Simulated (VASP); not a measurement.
Wanted: the native input for a VASP 6.6.1 run.

```
Task                   : relaxation of cell and atoms
Functional             : r2SCAN
Potentials or basis    : VASP PAW PBE potentials, release 64 (Br)
Cutoff                 : 600 eV
k mesh                 : 6 × 6 × 6
Occupations            : fermi-dirac, width 0.02 eV
Spin                   : no spin polarisation
Target pressure        : 10 GPa
Dipole correction      : no
Further INCAR settings : ALGO = Normal; EDIFF = 1e-07; IBRION = 2; EDIFFG = -0.01; NSW = 80; ISIF = 3
```

Br:

```
Br
1.0
     0.00000    3.24000    3.24000
     3.24000    0.00000    3.24000
     3.24000    3.24000    0.00000
Br
2
Direct
  0.00000 0.00000 0.00000
  0.25000 0.25000 0.25000
```

The input as run:

POSCAR

```
Br
1.0
    0.0000000000      3.2400000000      3.2400000000
    3.2400000000      0.0000000000      3.2400000000
    3.2400000000      3.2400000000      0.0000000000
Br
2
Direct
    0.0000000000      0.0000000000      0.0000000000
    0.2500000000      0.2500000000      0.2500000000
```

INCAR.step1

```
SYSTEM = Br
PREC = Accurate
ENCUT = 600
ISMEAR = -1
SIGMA = 0.02
LREAL = .FALSE.
LASPH = .TRUE.
NELM = 100
GGA = PE
ALGO = Normal
EDIFF = 1E-4
LWAVE = .TRUE.
LCHARG = .FALSE.
```

INCAR.step2

```
SYSTEM = Br
PREC = Accurate
ENCUT = 600
EDIFF = 1E-7
ISMEAR = -1
SIGMA = 0.02
LREAL = .FALSE.
LASPH = .TRUE.
NELM = 100
ALGO = Normal
ISIF = 3
LWAVE = .FALSE.
LCHARG = .FALSE.
METAGGA = R2SCAN
LMIXTAU = .TRUE.
IBRION = 2
NSW = 80
EDIFFG = -0.01
PSTRESS = 100.0
ISTART = 1
```

KPOINTS

```
regular mesh
0
G
  6 6 6
  0 0 0
```

Potentials or basis: VASP PAW PBE potentials, release 64 (Br).

Command:

```sh
$ cat potpaw_PBE.64/Br/POTCAR > POTCAR
$ cp INCAR.step1 INCAR
$ mpirun -np 1 vasp_std > vasp.out
$ cp INCAR.step2 INCAR
$ mpirun -np 1 vasp_std > vasp.out
```

It gave:

* Relaxed volume: 31.36 Å³/atom
* Relaxed cell: a = 4.460 Å, b = 4.460 Å, c = 4.460 Å, α = 60.00°, β = 60.00°, γ = 60.00°
* Space group after relaxing (to 0.1 Å): Fd-3m (No. 227)
* Energy change on relaxing (the run minimises the enthalpy): +130.8 meV/atom
* Ionic steps: 3
* Pressure after relaxing: 10.0 GPa
* Band gap on the k mesh: zero (bands 7 and 8 overlap by 2.30 eV)

Caveat: the cell is relaxed towards a set pressure, so the run minimises the enthalpy, not the energy; the PAW data sets were made with another functional, which shifts forces and pressure a little.

It took 3 min on 1 thread of Intel Xeon 6975P-C, on a shared host, peak memory 0.26 GiB.
